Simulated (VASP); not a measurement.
# ZnO (P6_3mc) in VASP: a series of runs

The runs below take ZnO through single point, with LDA.

Program: VASP 6.6.1. These are calculated values, not measurements. Logs are shortened: lines on timing, memory, paths and dates and some standing lists are left out, and cuts for length are marked.

## (1) The cell of the first run

It takes space group P6_3mc (No. 186, hexagonal). The conventional cell has a = 3.250 Å, b = 3.250 Å, c = 5.207 Å, α = 90.00°, β = 90.00°, γ = 120.00°. Zn (site symmetry 3m) has 4 O at 1.97 to 1.99 Å within 2.6 Å. O (site symmetry 3m) has 4 Zn at 1.97 to 1.99 Å within 2.6 Å.

## (2) Single point, LDA

Contents of INCAR:

```
SYSTEM = ZnO
PREC = Accurate
ENCUT = 520
EDIFF = 1E-6
ISMEAR = 0
SIGMA = 0.01
LREAL = .FALSE.
LASPH = .TRUE.
NELM = 80
ALGO = Normal
ISIF = 2
LWAVE = .FALSE.
LCHARG = .FALSE.
NBANDS = 26
```

Contents of KPOINTS:

```
Automatic mesh
0
G
  9 9 6
  0 0 0
```

Contents of POSCAR:

```
ZnO
1.0
    3.2498000000      0.0000000000      0.0000000000
   -1.6249000000      2.8144093572      0.0000000000
    0.0000000000      0.0000000000      5.2066000000
Zn O
2 2
Direct
    0.3333333333      0.6666666667      0.0000000000
    0.6666666667      0.3333333333      0.5000000000
    0.3333333333      0.6666666667      0.3819000000
    0.6666666667      0.3333333333      0.8819000000
```

Potentials or basis: VASP PAW LDA potentials, release 64 (Zn, O).

Command:

```console
$ cat potpaw_LDA.64/Zn/POTCAR potpaw_LDA.64/O/POTCAR > POTCAR
$ mpirun -np 1 vasp_std > vasp.out
```

OUTCAR:

```text
SYSTEM = ZnO
   PREC = Accurate
   ENCUT = 520
   EDIFF = 1E-6
   ISMEAR = 0
   LREAL = .FALSE.
   LASPH = .TRUE.
   NELM = 80
   ISIF = 2

 ion  position               nearest neighbor table
   1  0.333  0.667  0.000-   4 1.97   4 1.97   4 1.97   3 1.99
   2  0.667  0.333  0.500-   3 1.97   3 1.97   3 1.97   4 1.99
   3  0.333  0.667  0.382-   2 1.97   2 1.97   2 1.97   1 1.99
   4  0.667  0.333  0.882-   1 1.97   1 1.97   1 1.97   2 1.99

  LATTYP: Found a hexagonal cell.
 ALAT       =     3.2498000000
 C/A-ratio  =     1.6021293618

  Lattice vectors:

 A1 = (   3.2498000000,   0.0000000000,   0.0000000000)
 A2 = (  -1.6249000000,   2.8144093572,   0.0000000000)
 A3 = (   0.0000000000,   0.0000000000,   5.2066000000)

Analysis of symmetry for initial positions (statically):
=====================================================================
 Subroutine PRICEL returns:
 Original cell was already a primitive cell.

 Routine SETGRP: Setting up the symmetry group for a
 hexagonal supercell.

 Subroutine GETGRP returns: Found 12 space group operations
 (whereof  6 operations were pure point group operations)
 out of a pool of 24 trial point group operations.

The static configuration has the point symmetry C_3v.
 The point group associated with its full space group is C_6v.

Analysis of symmetry for dynamics (positions and initial velocities):
=====================================================================
 Subroutine PRICEL returns:
 Original cell was already a primitive cell.

 Routine SETGRP: Setting up the symmetry group for a
 hexagonal supercell.

 Subroutine GETGRP returns: Found 12 space group operations
 (whereof  6 operations were pure point group operations)
 out of a pool of 24 trial point group operations.

The dynamic configuration has the point symmetry C_3v.
 The point group associated with its full space group is C_6v.

 Subroutine INISYM returns: Found 12 space group operations
 (whereof  6 operations are pure point group operations),
 and found     1 'primitive' translations

----------------------------------------------------------------------------------------

                                     Primitive cell

  volume of cell :      47.6210

  direct lattice vectors                    reciprocal lattice vectors
     3.249800000  0.000000000  0.000000000     0.307711244  0.177657169  0.000000000
    -1.624900000  2.814409357  0.000000000     0.000000000  0.355314339  0.000000000
     0.000000000  0.000000000  5.206600000     0.000000000  0.000000000  0.192063919

  length of vectors
     3.249800000  3.249800000  5.206600000     0.355314339  0.355314339  0.192063919

  position of ions in fractional coordinates (direct lattice)
     0.333333333  0.666666667  0.000000000
     0.666666667  0.333333333  0.500000000
     0.333333333  0.666666667  0.381900000
     0.666666667  0.333333333  0.881900000

  ion indices of the primitive-cell ions
   primitive index   ion index
                 1           1
                 2           2
                 3           3
                 4           4

----------------------------------------------------------------------------------------

 KPOINTS: Automatic mesh

Automatic generation of k-mesh.
 Grid dimensions read from file:
 generate k-points for:    9    9    6

 Generating k-lattice:

  Cartesian coordinates                     Fractional coordinates (reciprocal lattice)
     0.034190138  0.019739685  0.000000000     0.111111111  0.000000000  0.000000000
     0.000000000  0.039479371  0.000000000     0.000000000  0.111111111  0.000000000
     0.000000000  0.000000000  0.032010653     0.000000000  0.000000000  0.166666667

  Length of vectors
     0.039479371  0.039479371  0.032010653

  Shift w.r.t. Gamma in fractional coordinates (k-lattice)
     0.000000000  0.000000000  0.000000000

 Subroutine IBZKPT returns following result:
 ===========================================

 Found     48 irreducible k-points:

 Following reciprocal coordinates:
            Coordinates               Weight
  0.000000  0.000000  0.000000      1.000000
  0.111111  0.000000  0.000000      6.000000
  0.222222  0.000000  0.000000      6.000000
  0.333333  0.000000  0.000000      6.000000
  0.444444  0.000000  0.000000      6.000000
  0.111111  0.111111  0.000000      6.000000
[... 16 lines left out ...]
  0.333333  0.222222  0.166667     24.000000
  0.333333  0.333333  0.166667      4.000000
 [... further k-points ...]
   k-points           NKPTS =     48   k-points in BZ     NKDIM =     48   number of bands    NBANDS=     26
   number of dos      NEDOS =    301   number of ions     NIONS =      4
   total plane-waves  NPLWV =  23040
   dimension x,y,z NGX =    24 NGY =   24 NGZ =   40
   dimension x,y,z NGXF=    48 NGYF=   48 NGZF=   80
   ions per type =               2   2
   NGX,Y,Z   is equivalent  to a cutoff of  12.28, 12.28, 12.77 a.u.
   NGXF,Y,Z  is equivalent  to a cutoff of  24.55, 24.55, 25.54 a.u.
 SYSTEM =  ZnO
   PREC   = accura    normal or accurate (medium, high low for compatibility)
   ISTART =      0    job   : 0-new  1-cont  2-samecut
   ICHARG =      2    charge: 1-file 2-atom 10-const
   ISPIN  =      1    spin polarized calculation?
   LNONCOLLINEAR =      F non collinear calculations
   LSORBIT =      F    spin-orbit coupling
   LASPH  =      T    aspherical Exc in radial PAW
   ENCUT  =  520.0 eV  38.22 Ry    6.18 a.u.   6.04  6.04  9.68*2*pi/ulx,y,z
   NELM   =     80;   NELMIN=  2; NELMDL= -5     # of ELM steps
   EDIFF  = 0.1E-05   stopping-criterion for ELM
   LREAL  =      F    real-space projection
   EDIFFG = 0.1E-04   stopping-criterion for IOM
   NSW    =      0    number of steps for IOM
   IBRION =     -1    ionic relax: 0-MD 1-quasi-New 2-CG
   NFREE  =      0    steps in history (QN), initial steepest desc. (CG)
   ISIF   =      2    stress and relaxation
   ISYM   =      2    0-nonsym 1-usesym 2-fastsym
   POTIM  = 0.5000    time-step for ionic-motion
   TEBEG  =    0.0;   TEEND  =   0.0 temperature during run
   PSTRESS=    0.0 pullay stress
   NELECT =      36.0000    total number of electrons
   NUPDOWN=      -1.0000    fix difference up-down
   EMIN   =  10.00;   EMAX   =-10.00  energy-range for DOS
   EFERMI =   0.00;   METHOD = LEGACY
   ISMEAR =     0;   SIGMA  =   0.01  broadening in eV -4-tet -1-fermi 0-gaus
   EFERMI_NEDOS =   21; number of points for ismear=-14 and -15
   IALGO  =     38    algorithm
   IMIX   =      4    mixing-type and parameters
     AMIX     =   0.40;   BMIX     =  1.00
     AMIX_MAG =   1.60;   BMIX_MAG =  1.00
  volume/ion in A,a.u.               =      11.91        80.34
  Fermi-wavevector in a.u.,A,eV,Ry     =   1.491339  2.818222 30.260597  2.224091
  Thomas-Fermi vector in A             =   2.604006
   LORBIT       =      0    0 simple, 1 ext, 2 COOP (PROOUT), +10 PAW based schemes
   GGA     = CA    functional components
   LHFCALC =     F    Hartree Fock is set to
   AEXX    =    0.0000 exact exchange contribution
   IVDW    =     0    specifies the selected vdW correction
   LEPSILON=     F    determine dielectric tensor
   LRPA    =     F    only Hartree local field effects (RPA)
 non-spin polarized calculation
 Gauss-broadening in eV      SIGMA  =   0.01
  energy-cutoff  :      520.00
  volume of cell :       47.62
 maximum number of plane-waves:      1302
   NGX = 13   NGY = 13   NGZ = 19

 number of electron      36.0000017 magnetization

 Free energy of the ion-electron system (eV)
  ---------------------------------------------------
  ext. energy  EPLUGINS =         0.00000000
  ---------------------------------------------------
  free energy    TOTEN  =       -21.12117369 eV

  energy without entropy =      -21.12117369  energy(sigma->0) =      -21.12117369

 E-fermi :   0.9772     XC(G=0): -11.4609

 val. band max:        0.8750392331   @ k =   0.0000   0.0000   0.0000
 cond. band min:       1.6159481873   @ k =   0.0000   0.0000   0.0000
 fundamental gap:      0.7409089543
 Fermi energy:         0.9772449742

 k-point     1 :       0.0000    0.0000    0.0000
  band No.  band energies     occupation
      1     -16.9241      2.00000
      2     -16.1508      2.00000
      3      -4.9056      2.00000
      4      -4.9056      2.00000
      5      -4.8229      2.00000
      6      -4.8021      2.00000
[... 18 lines left out ...]
     25      14.7810      0.00000
     26      14.7810      0.00000

 k-point     2 :       0.1111    0.0000    0.0000
  band No.  band energies     occupation
      1     -16.8531      2.00000
      2     -16.1196      2.00000
      3      -4.9817      2.00000
      4      -4.8652      2.00000
      5      -4.7862      2.00000
      6      -4.7422      2.00000
[... 18 lines left out ...]
     25      14.8955      0.00000
     26      14.9359      0.00000

 k-point     3 :       0.2222    0.0000    0.0000
  band No.  band energies     occupation
      1     -16.6630      2.00000
      2     -16.0451      2.00000
      3      -5.1300      2.00000
      4      -4.8021      2.00000
      5      -4.7698      2.00000
      6      -4.6460      2.00000
[... 18 lines left out ...]
     25      14.1510      0.00000
     26      14.9445      0.00000

 k-point     4 :       0.3333    0.0000    0.0000
  band No.  band energies     occupation
      1     -16.4206      2.00000
      2     -15.9762      2.00000
      3      -5.2093      2.00000
      4      -4.8532      2.00000
      5      -4.6821      2.00000
      6      -4.4740      2.00000
[... 18 lines left out ...]
     25      14.1160      0.00000
     26      14.7642      0.00000
[... 496 lines left out ...]
      1     -16.2782      2.00000
      2     -15.9779      2.00000
      3      -5.0387      2.00000
      4      -4.9532      2.00000
      5      -4.5921      2.00000
      6      -4.5540      2.00000
[... 18 lines left out ...]
     25      12.6064      0.00000
     26      15.8077      0.00000

 k-point    23 :       0.3333    0.2222    0.1667
  band No.  band energies     occupation
      1     -16.1213      2.00000
      2     -15.9734      2.00000
      3      -4.9738      2.00000
      4      -4.7784      2.00000
      5      -4.6134      2.00000
      6      -4.4275      2.00000
[... 18 lines left out ...]
     25      13.3634      0.00000
     26      14.8728      0.00000

 k-point    24 :       0.3333    0.3333    0.1667
  band No.  band energies     occupation
      1     -16.0199      2.00000
      2     -16.0199      2.00000
      3      -4.9024      2.00000
      4      -4.6440      2.00000
      5      -4.6440      2.00000
      6      -4.2932      2.00000
[... 18 lines left out ...]
     25      14.0543      0.00000
     26      15.0700      0.00000

 [... further k-points ...]
[... 5 lines left out ...]
  --------------------------------------------------------------------------------------
  -------------------------------------------------------------------------------------
  Total       -1.8873512     -1.8873512     -1.7087194      0.0000000      0.0000000      0.0000000
  in kB      -63.4987528    -63.4987528    -57.4887964      0.0000000      0.0000000      0.0000000
  external PRESSURE =     -61.4954340 kB  Pullay stress =       0.0000000 kB

 VOLUME and BASIS-vectors are now :
 -----------------------------------------------------------------------------
  energy-cutoff  :      520.00
  volume of cell :       47.62
      direct lattice vectors                 reciprocal lattice vectors
     3.249800000  0.000000000  0.000000000     0.307711244  0.177657169  0.000000000
    -1.624900000  2.814409357  0.000000000     0.000000000  0.355314339  0.000000000
     0.000000000  0.000000000  5.206600000     0.000000000  0.000000000  0.192063919

 POSITION                                       TOTAL-FORCE (eV/Angst)
 -----------------------------------------------------------------------------------
     -0.00000      1.87627      0.00000         0.000000     -0.000000      0.037854
      1.62490      0.93814      2.60330         0.000000      0.000000      0.037854
     -0.00000      1.87627      1.98840        -0.000000     -0.000000     -0.037854
      1.62490      0.93814      4.59170         0.000000      0.000000     -0.037854
 -----------------------------------------------------------------------------------
    total drift:                               -0.000001     -0.000001     -0.000276

  FREE ENERGIE OF THE ION-ELECTRON SYSTEM (eV)
  ---------------------------------------------------
  free  energy   TOTEN  =       -21.1211736893 eV

  energy  without entropy=      -21.1211736893  energy(sigma->0) =      -21.12117369
```

Run time: 1.7 min. Hardware: 1 thread of AMD EPYC 7R13, shared host; peak memory 0.14 GiB.

What came out:

```
Free energy            : -21.1212 eV
Pressure               : -6.1 GPa
Largest force          : 0.038 eV/Å
Band gap on the k mesh : 0.74 eV, direct
```

Forces on the atoms (eV/Å):
```
Zn   0.000  0.000  0.038
Zn   0.000  0.000  0.038
O    0.000  0.000 -0.038
O    0.000  0.000 -0.038
```

Stress tensor (GPa, compression positive):
```
-6.35  0.00  0.00
 0.00 -6.35  0.00
 0.00  0.00 -5.75
```

## (3) Single point, LDA

Contents of INCAR:

```
SYSTEM = ZnO
  PREC = Accurate
  ENCUT = 520
  EDIFF = 1E-7
  ISMEAR = 0
  SIGMA = 0.01
  LREAL = .FALSE.
  LASPH = .TRUE.
  NELM = 60
  ALGO = Normal
  ISIF = 2
  LWAVE = .FALSE.
  LCHARG = .TRUE.
  LELF = .TRUE.
  LVHAR = .TRUE.
  NBANDS = 26
```

KPOINTS is that of step 2.

POSCAR, as its differences from that of step 2:

```diff
@@ -10,3 +10,3 @@
     0.6666666667      0.3333333333      0.5000000000
-    0.3333333333      0.6666666667      0.3819000000
-    0.6666666667      0.3333333333      0.8819000000
+    0.3333333333      0.6666666667      0.3850000000
+    0.6666666667      0.3333333333      0.8850000000
```

Potentials or basis: VASP PAW LDA potentials, release 64 (Zn, O).

Command:

```console
$ cat potpaw_LDA.64/Zn/POTCAR potpaw_LDA.64/O/POTCAR > POTCAR
$ mpirun -np 1 vasp_std > vasp.out
```

OUTCAR:

```text
SYSTEM = ZnO
   PREC = Accurate
   ENCUT = 520
   EDIFF = 1E-7
   ISMEAR = 0
   LREAL = .FALSE.
   LASPH = .TRUE.
   NELM = 60
   ISIF = 2

 ion  position               nearest neighbor table
   1  0.333  0.667  0.000-   4 1.97   4 1.97   4 1.97   3 2.00
   2  0.667  0.333  0.500-   3 1.97   3 1.97   3 1.97   4 2.00
   3  0.333  0.667  0.385-   2 1.97   2 1.97   2 1.97   1 2.00
   4  0.667  0.333  0.885-   1 1.97   1 1.97   1 1.97   2 2.00

  LATTYP: Found a hexagonal cell.
 ALAT       =     3.2498000000
 C/A-ratio  =     1.6021293618

  Lattice vectors:

[... 886 lines left out ...]

 [... further k-points ...]
[... 5 lines left out ...]
  --------------------------------------------------------------------------------------
  -------------------------------------------------------------------------------------
  Total       -1.7610912     -1.7610912     -1.9330201      0.0000000     -0.0000000      0.0000000
  in kB      -59.2508134    -59.2508134    -65.0352538      0.0000000     -0.0000000      0.0000000
  external PRESSURE =     -61.1789602 kB  Pullay stress =       0.0000000 kB

 VOLUME and BASIS-vectors are now :
 -----------------------------------------------------------------------------
  energy-cutoff  :      520.00
  volume of cell :       47.62
      direct lattice vectors                 reciprocal lattice vectors
     3.249800000  0.000000000  0.000000000     0.307711244  0.177657169  0.000000000
    -1.624900000  2.814409357  0.000000000     0.000000000  0.355314339  0.000000000
     0.000000000  0.000000000  5.206600000     0.000000000  0.000000000  0.192063919

 POSITION                                       TOTAL-FORCE (eV/Angst)
 -----------------------------------------------------------------------------------
     -0.00000      1.87627      0.00000        -0.000000      0.000000      0.127344
      1.62490      0.93814      2.60330        -0.000000     -0.000000      0.127344
     -0.00000      1.87627      2.00454         0.000000     -0.000000     -0.127344
      1.62490      0.93814      4.60784        -0.000000      0.000000     -0.127344
 -----------------------------------------------------------------------------------
    total drift:                               -0.000001     -0.000001     -0.000012

  FREE ENERGIE OF THE ION-ELECTRON SYSTEM (eV)
  ---------------------------------------------------
  free  energy   TOTEN  =       -21.1184999924 eV

  energy  without entropy=      -21.1184999924  energy(sigma->0) =      -21.11849999
```

OSZICAR:

```text
N       E                     dE             d eps       ncg     rms          rms(c)
DAV:   1     0.292016014573E+03    0.29202E+03   -0.18231E+04  2520   0.203E+03
DAV:   2     0.764183212493E+01   -0.28437E+03   -0.26634E+03  2612   0.411E+02
DAV:   3    -0.235410884240E+02   -0.31183E+02   -0.30761E+02  2764   0.139E+02
DAV:   4    -0.241706166692E+02   -0.62953E+00   -0.62805E+00  2796   0.202E+01
DAV:   5    -0.241737200310E+02   -0.31034E-02   -0.31032E-02  2712   0.148E+00    0.144E+01
DAV:   6    -0.210274066177E+02    0.31463E+01   -0.61035E+00  3940   0.618E+01    0.910E+00
DAV:   7    -0.211859149608E+02   -0.15851E+00   -0.27097E+00  2584   0.166E+01    0.541E+00
DAV:   8    -0.211696288630E+02    0.16286E-01   -0.58416E-01  3304   0.708E+00    0.168E+00
DAV:   9    -0.211165548372E+02    0.53074E-01   -0.10361E-01  3592   0.655E+00    0.335E-01
DAV:  10    -0.211185210089E+02   -0.19662E-02   -0.35067E-02  2542   0.134E+00    0.804E-02
DAV:  11    -0.211185156690E+02    0.53398E-05   -0.55489E-04  2932   0.521E-01    0.297E-02
DAV:  12    -0.211184991515E+02    0.16518E-04   -0.11832E-04  3182   0.355E-01    0.766E-03
DAV:  13    -0.211185011114E+02   -0.19599E-05   -0.14067E-05  3492   0.476E-02    0.899E-03
DAV:  14    -0.211185000117E+02    0.10997E-05   -0.29287E-06  2682   0.156E-02    0.188E-03
DAV:  15    -0.211184999924E+02    0.19286E-07   -0.18674E-07  2270   0.487E-03
   1 F= -.21118500E+02 E0= -.21118500E+02  d E =-.778950E-50
```

stdout:

```text
POSCAR found type information on POSCAR ZnO
 POSCAR found :  2 types and       4 ions
 scaLAPACK will be used
 LDA part: xc-table for (Slater(with rela. corr.)+CA(PZ))
 , standard interpolation
 POSCAR, INCAR and KPOINTS ok, starting setup
 FFT: planning ... GRIDC
 FFT: planning ... GRID_SOFT
 FFT: planning ... GRID
 WAVECAR not read
 entering main loop
```

Run time: 2.3 min. Hardware: 1 thread of AMD EPYC 7R13, shared host; peak memory 0.14 GiB.

Results:

| Item | Value |
| --- | --- |
| Free energy | -21.1185 eV |
| Pressure | -6.1 GPa |
| Largest force | 0.127 eV/Å |
| Band gap on the k mesh | 0.74 eV, direct |

Forces in eV/Å, atoms in the order of the input:
```
Zn   0.000  0.000  0.127
Zn   0.000  0.000  0.127
O    0.000  0.000 -0.127
O    0.000  0.000 -0.127
```

Levels at points of the mesh, in eV from the valence-band top:
| k point | band 16 | band 17 | band 18 | band 19 | band 20 | band 21 |
| --- | --- | --- | --- | --- | --- | --- |
| (0.00, 0.00, 0.00) | -0.11 | 0.00 | 0.00 | 0.74 | 5.05 | 8.09 |
| (0.00, 0.00, 0.50) | -0.38 | -0.38 | -0.38 | 3.39 | 3.39 | 9.87 |
